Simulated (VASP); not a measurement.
Wanted: the native input for a VASP 6.6.1 run.

- Task: single point
- Functional: LDA
- Potentials or basis: VASP PAW LDA potentials, release 64 (C)
- Cutoff: 520 eV
- k mesh: 10 × 10 × 2
- Occupations: gaussian, width 0.05 eV
- Spin: no spin polarisation
- Dipole correction: no
- Further INCAR settings: ALGO = Normal; EDIFF = 1e-06; NBANDS = 36

The structure of C lies in POSCAR:

```
C
1.0
    1.7834000000     -1.7834000000      0.0000000000
    1.7834000000      0.0000000000     -1.7834000000
   10.1058144400      5.6474927800      5.6474927800
C
12
Direct
    0.4409534733      0.4409534733      0.2708666667
   -0.0868298600     -0.0868298600      0.1042000000
   -0.0312631933     -0.0312631933      0.4375333333
    0.0243034733      0.0243034733      0.7708666667
    0.4965201400      0.4965201400      0.6042000000
   -0.4479131933     -0.4479131933      0.9375333333
    0.3367909733      0.3367909733      0.3958666667
    0.8090076400      0.8090076400      0.2292000000
   -0.1354256933     -0.1354256933      0.5625333333
   -0.0798590267     -0.0798590267      0.8958666667
   -0.6076423600     -0.6076423600      0.7292000000
    0.2812243067      0.2812243067      0.0625333333
```

This cell differs from its parent crystal: the part above a cut slid along it.

The input as run:

INCAR

```
ALGO = Normal
EDIFF = 1E-6
ENCUT = 520
GGA = CA
ISIF = 2
ISMEAR = 0
LASPH = True
LCHARG = False
LREAL = False
LWAVE = False
NBANDS = 36
NELM = 100
PREC = Accurate
SIGMA = 0.05
```

KPOINTS

```
k-points
0
Gamma
  10 10 2
```

Potentials or basis: VASP PAW LDA potentials, release 64 (C).

Run with:

```bash
$ cat potpaw_LDA.64/C/POTCAR > POTCAR
$ mpirun -np 1 vasp_std > vasp.out
```

Results of the run:

The pressure is -11.1 GPa, the largest force is 4.638 eV/Å and the band gap on the k mesh is 0.75 eV (least direct gap 2.47 eV).

Caveat: the cell differs from its parent crystal (the part above a cut slid along it); the stress differs along the axes, from -19 to 4 GPa; forces of over 1 eV/Å act on the atoms, so gaps and moduli don't describe the material at rest.

Wall time 92 s on 1 thread of Intel(R) Xeon(R) Platinum 8488C (Sapphire Rapids), on a shared host, peak memory 0.21 GiB.
